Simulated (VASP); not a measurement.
Write the native input for VASP 6.6.1 that does the following.

* Task: relaxation of cell and atoms
* Functional: LDA
* Potentials or basis: VASP PAW LDA potentials, release 64 (Be, Te)
* Cutoff: 600 eV
* k mesh: 10 × 10 × 10
* Occupations: gaussian, width 0.01 eV
* Spin: no spin polarisation
* Target pressure: 6 GPa
* Dipole correction: no
* Further INCAR settings: ALGO = Normal; EDIFF = 1e-06; IBRION = 2; EDIFFG = -0.001; NSW = 80; ISIF = 3

The structure of BeTe lies in POSCAR:

```
BeTe
1.0
    0.0000000000      2.7040658515      2.7040658515
    2.7040658515      0.0000000000      2.7040658515
    2.7040658515      2.7040658515      0.0000000000
Be Te
1 1
Direct
    0.0000000000      0.0000000000      0.0000000000
    0.7500000000      0.7500000000      0.7500000000
```

One way to write it, as run:

INCAR

```
SYSTEM = BeTe
  ALGO = Normal
  EDIFF = 1E-6
  EDIFFG = -0.001
  ENCUT = 600
  GGA = CA
  IBRION = 2
  ISIF = 3
  ISMEAR = 0
  LASPH = .True.
  LCHARG = .False.
  LREAL = .False.
  LWAVE = .False.
  NELM = 80
  NSW = 80
  PREC = Accurate
  PSTRESS = 60.0
  SIGMA = 0.01
```

KPOINTS

```
k-points
0
Gamma
  10 10 10
  0 0 0
```

Potentials or basis: VASP PAW LDA potentials, release 64 (Be, Te).

The run is started by

```bash
$ cat potpaw_LDA.64/Be/POTCAR potpaw_LDA.64/Te/POTCAR > POTCAR
$ mpirun -np 1 vasp_std > vasp.out
```

Results of the run:

```
Relaxed volume                                         : 19.85 Å³/atom
Relaxed cell                                           : a = 3.829 Å, b = 3.829 Å, c = 3.829 Å, α = 60.00°, β = 60.00°, γ = 60.00°
Space group after relaxing (to 0.05 Å)                 : F-43m (No. 216)
Energy change on relaxing (the enthalpy is what falls) : -3.0 meV/atom
Ionic steps                                            : 4
Pressure after relaxing                                : 6.0 GPa
Band gap on the k mesh                                 : 1.57 eV, indirect (least direct gap 3.47 eV)
```

Caveat: the cell is relaxed towards a set pressure, so the enthalpy falls and the energy may rise; spin-orbit coupling is left out, which moves the levels of the heavy elements.

It took 31 s on 1 thread of AMD EPYC 9R45 (Zen 5), on a shared host, peak memory 0.13 GiB.
